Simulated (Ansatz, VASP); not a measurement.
One calculation of Si, two programs

```xyz
2
Lattice="3.9370 0.0000 0.0000 -1.9685 3.4095 0.0000 0.0000 0.0000 28.0000" Properties=species:S:1:pos:R:3 pbc="T T T"
Si    0.0000    2.2730   14.0000
Si    1.9685    1.1365   14.0000
```

Alike in both runs: task single point; functional PBE; k mesh 15 × 15 × 1; occupations gaussian, width 0.1 eV; no spin polarisation.

|  | VASP | Ansatz |
| --- | --- | --- |
| version | VASP 6.6.1 | Ansatz 0.2.0 |
| potentials or method | VASP PAW PBE potentials, release 64 (Si), cutoff 520 eV | scalar-relativistic, plane waves, PAW |
| valence electrons in the cell | 8 | 8 |

|  | VASP | Ansatz | Ansatz less VASP |
| --- | --- | --- | --- |
| gap on the k mesh at the Fermi level (eV) | none | none | - |
| work function, face that differs most (eV) | 4.61 | 4.60 | -0.002 |

A gap of «none» marks a metal or a gap that the smearing closes.
